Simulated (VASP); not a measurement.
Wanted: the native input for a VASP 6.6.1 run.

- Task: single point
- Functional: r2SCAN
- Potentials or basis: VASP PAW PBE potentials, release 64 (Na_pv, S)
- Cutoff: 550 eV
- k mesh: 4 × 4 × 4
- Occupations: gaussian, width 0.01 eV
- Spin: no spin polarisation
- Dipole correction: no
- Further INCAR settings: ALGO = Normal; EDIFF = 1e-06; NBANDS = 17

The system is Na2S.

```
CELL_PARAMETERS angstrom
0.00000 3.25543 3.25543
3.25543 0.00000 3.25543
3.25543 3.25543 0.00000
ATOMIC_POSITIONS crystal
Na 0.25000 0.25000 0.25000
Na 0.75000 0.75000 0.75000
S 0.00000 0.00000 0.00000
```

These files were run (other wordings do the same):

POSCAR

```
Na2S
1.0
    0.0000000000      3.2554286337      3.2554286337
    3.2554286337      0.0000000000      3.2554286337
    3.2554286337      3.2554286337      0.0000000000
Na S
2 1
Direct
    0.2500000000      0.2500000000      0.2500000000
    0.7500000000      0.7500000000      0.7500000000
    0.0000000000      0.0000000000      0.0000000000
```

INCAR.step1

```
  PREC = Accurate
  ENCUT = 550
  ISMEAR = 0
  SIGMA = 0.01
  LREAL = F
  LASPH = T
  NELM = 120
  NBANDS = 17
  GGA = PE
  ALGO = Normal
  EDIFF = 1E-5
  LWAVE = T
  LCHARG = F
  GGA_COMPAT = F
```

INCAR.step2

```
  PREC = Accurate
  ENCUT = 550
  EDIFF = 1E-6
  ISMEAR = 0
  SIGMA = 0.01
  LREAL = F
  LASPH = T
  NELM = 120
  ALGO = Normal
  ISIF = 2
  LWAVE = F
  LCHARG = T
  METAGGA = R2SCAN
  LMIXTAU = T
  LELF = T
  LVHAR = T
  NBANDS = 17
  ISTART = 1
  GGA_COMPAT = F
```

KPOINTS

```
regular mesh
0
Gamma
  4 4 4
```

Potentials or basis: VASP PAW PBE potentials, release 64 (Na_pv, S).

Run with:

```sh
$ cat potpaw_PBE.64/Na_pv/POTCAR potpaw_PBE.64/S/POTCAR > POTCAR
$ cp INCAR.step1 INCAR
$ mpirun -np 1 vasp_std > vasp.out
$ cp INCAR.step2 INCAR
$ mpirun -np 1 vasp_std > vasp.out
```

Results of the run:

```json
{
  "Pressure": "-0.1 GPa",
  "Band gap on the k mesh": "3.11 eV, direct"
}
```

Caveat: the PAW data sets were made with another functional, which shifts forces and pressure a little.

Run time: 69 s on 1 thread of Intel(R) Xeon(R) Platinum 8488C (Sapphire Rapids), with other jobs on the host, peak memory 0.2 GiB.
